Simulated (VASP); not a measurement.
Set up this calculation in VASP 6.6.1, as the native input.

```
Task                   : single point
Functional             : LDA
Potentials or basis    : VASP PAW LDA potentials, release 64 (W_sv, S)
Cutoff                 : 520 eV
k mesh                 : 8 × 6 × 2
Occupations            : gaussian, width 0.05 eV
Spin                   : no spin polarisation
Dipole correction      : no
Further INCAR settings : ALGO = Normal; EDIFF = 1e-07; NBANDS = 64
```

The structure of WS2 lies in POSCAR:

```
WS2
1.0
    3.0468771870     -0.0152363639     -0.0544278995
   -0.0263901564      5.4353162214     -0.0203000782
   -0.2115918042     -0.0455632140     12.1699953998
W S
4 8
Direct
    0.0120718422      0.3367677966      0.2543594012
    0.4875421304      0.8305889243      0.2556616058
    0.5095887292      0.1635208793      0.7488391691
    0.9945052910      0.6528965211      0.7489434578
   -0.0120163235      0.3233486302      0.6185115375
    0.5035333713      0.8431983219      0.6263987618
    0.5338979201      0.1641132654      0.1236221594
    1.0038577489      0.6671318166      0.1173095763
    0.0084857604      0.3284814120      0.8850134879
    0.4810896243      0.8478311728      0.8737270430
    0.5001294481      0.1713881060      0.3745809412
    0.9773144576      0.6707331538      0.3730328590
```

This cell differs from its parent crystal: atoms moved at random and the cell strained at random.

These files were run (other wordings do the same):

INCAR

```
SYSTEM = WS2
PREC = Accurate ; ENCUT = 520
EDIFF = 1E-7 ; ISMEAR = 0
SIGMA = 0.05 ; LREAL = .FALSE.
LASPH = .TRUE. ; NELM = 100
ALGO = Normal ; ISIF = 2
LWAVE = .FALSE. ; LCHARG = .TRUE.
GGA = CA ; LELF = .TRUE.
LVHAR = .TRUE. ; NBANDS = 64
```

KPOINTS

```
Automatic mesh
0
G
  8 6 2
  0 0 0
```

Potentials or basis: VASP PAW LDA potentials, release 64 (W_sv, S).

Command:

```sh
$ cat potpaw_LDA.64/W_sv/POTCAR potpaw_LDA.64/S/POTCAR > POTCAR
$ mpirun -np 1 vasp_std > vasp.out
```

Results of the run:

```json
{"Pressure": "7.3 GPa", "Largest force": "4.096 eV/Å", "Band gap on the k mesh": "0.66 eV"}
```

Caveat: the cell differs from its parent crystal (atoms moved at random and the cell strained at random); the cell stands under pressure; spin-orbit coupling is left out, which moves the levels of the heavy elements; forces of over 1 eV/Å act on the atoms, so gaps and moduli don't describe the material at rest.

It took 11 min on 1 thread of Oxide Virtual Turin-like Processor (shared host), peak memory 0.51 GiB.
